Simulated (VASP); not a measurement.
# ZnSe (Stilleite) (F-43m) in VASP: notebook

ZnSe (Stilleite) is run at these levels: PBE; tasks: single point.

All numbers are computed with VASP 6.6.1; they aren't measurements. Logs are shortened: lines on timing, memory, paths and dates and some standing lists are left out, and cuts for length are marked.

### 1 The cell of the first run

It takes space group F-43m (No. 216, cubic). Conventional cell: a = 5.512 Å, b = 5.512 Å, c = 5.512 Å, α = 90.00°, β = 90.00°, γ = 90.00°. Zn (site symmetry -43m) has 4 Se at 2.39 Å within 3.2 Å. Within 3.2 Å of Se (site symmetry -43m) lie 4 Zn at 2.39 Å.

### 2 Single point, PBE

Contents of INCAR:

```
SYSTEM = ZnSe
ALGO     = Normal         ! electronic algorithm
EDIFF    = 1E-7           ! SCF threshold, eV
ENCUT    = 520            ! plane-wave cutoff, eV
GGA      = PE             ! functional
ISIF     = 2              ! what is computed and relaxed
ISMEAR   = 1              ! smearing method
LASPH    = .TRUE.         ! aspherical terms in the spheres
LCHARG   = .FALSE.        ! write CHGCAR
LREAL    = .FALSE.        ! projectors in reciprocal space
LWAVE    = .FALSE.        ! write WAVECAR
NBANDS   = 16             ! bands
NELM     = 80             ! most SCF steps
PREC     = Accurate       ! precision mode
SIGMA    = 0.01           ! smearing width, eV
```

Contents of KPOINTS:

```
k-points
0
G
  6 6 6
  0 0 0
```

Contents of POSCAR:

```
ZnSe
1.0
    0.0000000000      2.7561222157      2.7561222157
    2.7561222157      0.0000000000      2.7561222157
    2.7561222157      2.7561222157      0.0000000000
Zn Se
1 1
Direct
    0.0000000000      0.0000000000      0.0000000000
    0.2500000000      0.2500000000      0.2500000000
```

Potentials or basis: VASP PAW PBE potentials, release 64 (Zn, Se).

On the command line:

```console
cat potpaw_PBE.64/Zn/POTCAR potpaw_PBE.64/Se/POTCAR > POTCAR
mpirun -np 1 vasp_std > vasp.out
```

OUTCAR:

```text
SYSTEM = ZnSe
   EDIFF = 1E-7
   ENCUT = 520
   GGA = PE
   ISIF = 2
   ISMEAR = 1
   LASPH = .TRUE.
   LREAL = .FALSE.
   NELM = 80
   PREC = Accurate

 ion  position               nearest neighbor table
   1  0.000  0.000  0.000-   2 2.39   2 2.39   2 2.39   2 2.39
   2  0.250  0.250  0.250-   1 2.39   1 2.39   1 2.39   1 2.39

  LATTYP: Found a face centered cubic cell.
 ALAT       =     5.5122444314

  Lattice vectors:

 A1 = (   0.0000000000,   2.7561222157,   2.7561222157)
 A2 = (   2.7561222157,   0.0000000000,   2.7561222157)
 A3 = (   2.7561222157,   2.7561222157,   0.0000000000)

Analysis of symmetry for initial positions (statically):
=====================================================================
 Subroutine PRICEL returns:
 Original cell was already a primitive cell.

 Routine SETGRP: Setting up the symmetry group for a
 face centered cubic supercell.

 Subroutine GETGRP returns: Found 24 space group operations
 (whereof 24 operations were pure point group operations)
 out of a pool of 48 trial point group operations.

The static configuration has the point symmetry T_d .

Analysis of symmetry for dynamics (positions and initial velocities):
=====================================================================
 Subroutine PRICEL returns:
 Original cell was already a primitive cell.

 Routine SETGRP: Setting up the symmetry group for a
 face centered cubic supercell.

 Subroutine GETGRP returns: Found 24 space group operations
 (whereof 24 operations were pure point group operations)
 out of a pool of 48 trial point group operations.

The dynamic configuration has the point symmetry T_d .

 Subroutine INISYM returns: Found 24 space group operations
 (whereof 24 operations are pure point group operations),
 and found     1 'primitive' translations

----------------------------------------------------------------------------------------

                                     Primitive cell

  volume of cell :      41.8722

  direct lattice vectors                    reciprocal lattice vectors
     0.000000000  2.756122216  2.756122216    -0.181414306  0.181414306  0.181414306
     2.756122216  0.000000000  2.756122216     0.181414306 -0.181414306  0.181414306
     2.756122216  2.756122216  0.000000000     0.181414306  0.181414306 -0.181414306

  length of vectors
     3.897745417  3.897745417  3.897745417     0.314218796  0.314218796  0.314218796

  position of ions in fractional coordinates (direct lattice)
     0.000000000  0.000000000  0.000000000
     0.250000000  0.250000000  0.250000000

  ion indices of the primitive-cell ions
   primitive index   ion index
                 1           1
                 2           2

----------------------------------------------------------------------------------------

 KPOINTS: k-points

Automatic generation of k-mesh.
 Grid dimensions read from file:
 generate k-points for:    6    6    6

 Generating k-lattice:

  Cartesian coordinates                     Fractional coordinates (reciprocal lattice)
    -0.030235718  0.030235718  0.030235718     0.166666667  0.000000000  0.000000000
     0.030235718 -0.030235718  0.030235718     0.000000000  0.166666667  0.000000000
     0.030235718  0.030235718 -0.030235718     0.000000000  0.000000000  0.166666667

  Length of vectors
     0.052369799  0.052369799  0.052369799

  Shift w.r.t. Gamma in fractional coordinates (k-lattice)
     0.000000000  0.000000000  0.000000000

 Subroutine IBZKPT returns following result:
 ===========================================

 Found     16 irreducible k-points:

 Following reciprocal coordinates:
            Coordinates               Weight
  0.000000  0.000000  0.000000      1.000000
  0.166667  0.000000  0.000000      8.000000
  0.333333  0.000000  0.000000      8.000000
  0.500000  0.000000  0.000000      4.000000
  0.166667  0.166667  0.000000      6.000000
  0.333333  0.166667  0.000000     24.000000
[... 8 lines left out ...]
 -0.333333  0.333333  0.166667     24.000000
 -0.333333  0.500000  0.166667     12.000000
   k-points           NKPTS =     16   k-points in BZ     NKDIM =     16   number of bands    NBANDS=     16
   number of dos      NEDOS =    301   number of ions     NIONS =      2
   total plane-waves  NPLWV =  27000
   dimension x,y,z NGX =    30 NGY =   30 NGZ =   30
   dimension x,y,z NGXF=    60 NGYF=   60 NGZF=   60
   ions per type =               1   1
   NGX,Y,Z   is equivalent  to a cutoff of  12.80, 12.80, 12.80 a.u.
   NGXF,Y,Z  is equivalent  to a cutoff of  25.59, 25.59, 25.59 a.u.
 SYSTEM =  ZnSe
   PREC   = accura    normal or accurate (medium, high low for compatibility)
   ISTART =      0    job   : 0-new  1-cont  2-samecut
   ICHARG =      2    charge: 1-file 2-atom 10-const
   ISPIN  =      1    spin polarized calculation?
   LNONCOLLINEAR =      F non collinear calculations
   LSORBIT =      F    spin-orbit coupling
   LASPH  =      T    aspherical Exc in radial PAW
   ENCUT  =  520.0 eV  38.22 Ry    6.18 a.u.   7.25  7.25  7.25*2*pi/ulx,y,z
   NELM   =     80;   NELMIN=  2; NELMDL= -5     # of ELM steps
   EDIFF  = 0.1E-06   stopping-criterion for ELM
   LREAL  =      F    real-space projection
   EDIFFG = 0.1E-05   stopping-criterion for IOM
   NSW    =      0    number of steps for IOM
   IBRION =     -1    ionic relax: 0-MD 1-quasi-New 2-CG
   NFREE  =      0    steps in history (QN), initial steepest desc. (CG)
   ISIF   =      2    stress and relaxation
   ISYM   =      2    0-nonsym 1-usesym 2-fastsym
   POTIM  = 0.5000    time-step for ionic-motion
   TEBEG  =    0.0;   TEEND  =   0.0 temperature during run
   PSTRESS=    0.0 pullay stress
   NELECT =      18.0000    total number of electrons
   NUPDOWN=      -1.0000    fix difference up-down
   EMIN   =  10.00;   EMAX   =-10.00  energy-range for DOS
   EFERMI =   0.00;   METHOD = LEGACY
   ISMEAR =     1;   SIGMA  =   0.01  broadening in eV -4-tet -1-fermi 0-gaus
   EFERMI_NEDOS =   21; number of points for ismear=-14 and -15
   IALGO  =     38    algorithm
   IMIX   =      4    mixing-type and parameters
     AMIX     =   0.40;   BMIX     =  1.00
     AMIX_MAG =   1.60;   BMIX_MAG =  1.00
  volume/ion in A,a.u.               =      20.94       141.28
  Fermi-wavevector in a.u.,A,eV,Ry     =   1.235541  2.334834 20.770134  1.526562
  Thomas-Fermi vector in A             =   2.370186
   LORBIT       =      0    0 simple, 1 ext, 2 COOP (PROOUT), +10 PAW based schemes
   GGA     = PE    functional components
   LHFCALC =     F    Hartree Fock is set to
   AEXX    =    0.0000 exact exchange contribution
   IVDW    =     0    specifies the selected vdW correction
   LEPSILON=     F    determine dielectric tensor
   LRPA    =     F    only Hartree local field effects (RPA)
 non-spin polarized calculation
 Methfessel and Paxton  Order N= 1 SIGMA  =   0.01
  energy-cutoff  :      520.00
  volume of cell :       41.87
 maximum number of plane-waves:      1158
 NGX is ok and might be reduce to    30
   NGX = 15   NGY = 15   NGZ = 15

 number of electron      17.9999993 magnetization

 Free energy of the ion-electron system (eV)
  ---------------------------------------------------
  ext. energy  EPLUGINS =         0.00000000
  ---------------------------------------------------
  free energy    TOTEN  =        -5.89030296 eV

  energy without entropy =       -5.89031101  energy(sigma->0) =       -5.89030564

 E-fermi :   2.3787     XC(G=0):  -9.7065

 val. band max:        2.3703086676   @ k =   0.0000   0.0000   0.0000
 cond. band min:       4.0075289776   @ k =   0.0000   0.0000   0.0000
 fundamental gap:      1.6372203100
 Fermi energy:         2.3787273719

 k-point     1 :       0.0000    0.0000    0.0000
  band No.  band energies     occupation
      1     -11.4624      2.00000
      2      -4.5203      2.00000
      3      -4.5203      2.00000
      4      -4.5203      2.00000
      5      -4.0704      2.00000
      6      -4.0704      2.00000
[... 8 lines left out ...]
     15      13.9985      0.00000
     16      13.9985      0.00000

 k-point     2 :       0.1667    0.0000    0.0000
  band No.  band energies     occupation
      1     -11.2582      2.00000
      2      -4.5134      2.00000
      3      -4.4884      2.00000
      4      -4.4884      2.00000
      5      -4.0728      2.00000
      6      -4.0728      2.00000
[... 8 lines left out ...]
     15      12.9108      0.00000
     16      13.6321      0.00000

 k-point     3 :       0.3333    0.0000    0.0000
  band No.  band energies     occupation
      1     -10.7927      2.00000
      2      -4.4350      2.00000
      3      -4.4350      2.00000
      4      -4.3658      2.00000
      5      -4.0627      2.00000
      6      -4.0627      2.00000
[... 8 lines left out ...]
     15      13.5860      0.00000
     16      13.5860      0.00000

 k-point     4 :       0.5000    0.0000    0.0000
  band No.  band energies     occupation
      1     -10.5212      2.00000
      2      -4.4160      2.00000
      3      -4.4160      2.00000
      4      -4.0475      2.00000
      5      -4.0475      2.00000
      6      -3.8815      2.00000
[... 8 lines left out ...]
     15      15.8151      0.00000
     16      15.8151      0.00000
[... 172 lines left out ...]
 k-point    14 :       0.5000    0.3333    0.1667
  band No.  band energies     occupation
      1     -10.4663      2.00000
      2      -4.4367      2.00000
      3      -4.3577      2.00000
      4      -4.2495      2.00000
      5      -4.0529      2.00000
      6      -4.0011      2.00000
[... 8 lines left out ...]
     15      15.6923      0.00000
     16      17.1977      0.00000

 k-point    15 :      -0.3333    0.3333    0.1667
  band No.  band energies     occupation
      1     -10.2798      2.00000
      2      -4.4010      2.00000
      3      -4.3208      2.00000
      4      -4.1187      2.00000
      5      -4.0832      2.00000
      6      -3.7789      2.00000
[... 8 lines left out ...]
     15      15.8607      0.00000
     16      16.8786      0.00000

 k-point    16 :      -0.3333    0.5000    0.1667
  band No.  band energies     occupation
      1     -10.1938      2.00000
      2      -4.4384      2.00000
      3      -4.2550      2.00000
      4      -4.1761      2.00000
      5      -4.0550      2.00000
      6      -3.7382      2.00000
[... 8 lines left out ...]
     15      16.5794      0.00000
     16      17.0162      0.00000

------------------------ aborting loop because EDIFF is reached ----------------------------------------

  FORCE on cell =-STRESS in cart. coord.  units (eV):
  Direction    XX          YY          ZZ          XY          YZ          ZX
  --------------------------------------------------------------------------------------
  -------------------------------------------------------------------------------------
  Total        2.3708045      2.3708045      2.3708045      0.0000000      0.0000000      0.0000000
  in kB       90.7153766     90.7153766     90.7153766      0.0000000      0.0000000      0.0000000
  external PRESSURE =      90.7153766 kB  Pullay stress =       0.0000000 kB

 VOLUME and BASIS-vectors are now :
 -----------------------------------------------------------------------------
  energy-cutoff  :      520.00
  volume of cell :       41.87
      direct lattice vectors                 reciprocal lattice vectors
     0.000000000  2.756122216  2.756122216    -0.181414306  0.181414306  0.181414306
     2.756122216  0.000000000  2.756122216     0.181414306 -0.181414306  0.181414306
     2.756122216  2.756122216  0.000000000     0.181414306  0.181414306 -0.181414306

 POSITION                                       TOTAL-FORCE (eV/Angst)
 -----------------------------------------------------------------------------------
      0.00000      0.00000      0.00000        -0.000000     -0.000000      0.000000
      1.37806      1.37806      1.37806         0.000000      0.000000     -0.000000
 -----------------------------------------------------------------------------------
    total drift:                                0.000001      0.000001      0.000001

  FREE ENERGIE OF THE ION-ELECTRON SYSTEM (eV)
  ---------------------------------------------------
  free  energy   TOTEN  =        -5.8903029582 eV

  energy  without entropy=       -5.8903110108  energy(sigma->0) =       -5.89030564
```

Wall time 8.6 s (1 thread of Intel Xeon 6975P-C, shared host); peak memory 0.17 GiB.

Results:

```yaml
Free_energy: -5.8903 eV
Pressure: 9.1 GPa
Band_gap_on_the_k_mesh: 1.64 eV, direct
```

### 3 Single point, PBE

This run uses another cell than the first one, of 21.85 Å³/atom, 1.043 times its volume.

Contents of INCAR:

```
ALGO     = Normal         # electronic algorithm
EDIFF    = 1E-6           # SCF threshold, eV
ENCUT    = 520            # plane-wave cutoff, eV
GGA      = PE             # functional
ISIF     = 2              # what is computed and relaxed
ISMEAR   = 1              # smearing method
LASPH    = T              # aspherical terms in the spheres
LCHARG   = F              # write CHGCAR
LREAL    = F              # projectors in reciprocal space
LWAVE    = F              # write WAVECAR
NBANDS   = 16             # bands
NELM     = 60             # most SCF steps
PREC     = Accurate       # precision mode
SIGMA    = 0.01           # smearing width, eV
```

Contents of KPOINTS:

```
k-points
0
Gamma
  6 6 6
```

Contents of POSCAR:

```
ZnSe
1.0
    0.0000000000      2.7955007105      2.7955007105
    2.7955007105      0.0000000000      2.7955007105
    2.7955007105      2.7955007105      0.0000000000
Zn Se
1 1
Direct
    0.0000000000      0.0000000000      0.0000000000
    0.2500000000      0.2500000000      0.2500000000
```

Potentials or basis: VASP PAW PBE potentials, release 64 (Zn, Se).

On the command line:

```console
cat potpaw_PBE.64/Zn/POTCAR potpaw_PBE.64/Se/POTCAR > POTCAR
mpirun -np 1 vasp_std > vasp.out
```

Run time: 8.1 s. Hardware: 1 thread of Intel Xeon 6975P-C, shared host; peak memory 0.17 GiB.

It converged, with:

```yaml
Free_energy: -5.9716 eV
Pressure: 5.4 GPa
Band_gap_on_the_k_mesh: 1.46 eV, direct
```

Levels at points of the mesh, in eV from the valence-band top:
| k point | band 6 | band 7 | band 8 | band 9 | band 10 | band 11 | band 12 | band 13 |
| --- | --- | --- | --- | --- | --- | --- | --- | --- |
| (0.00, 0.00, 0.00) | -6.30 | 0.00 | 0.00 | 0.00 | 1.46 | 5.78 | 5.78 | 5.78 |
| (0.50, 0.00, 0.00) | -6.13 | -5.50 | -0.93 | -0.93 | 2.61 | 6.37 | 6.37 | 8.68 |
| (0.50, 0.50, 0.00) | -6.11 | -4.94 | -2.34 | -2.34 | 2.88 | 3.45 | 11.05 | 11.53 |

A hybrid or GW would open this gap; PBE tends to underestimate it.
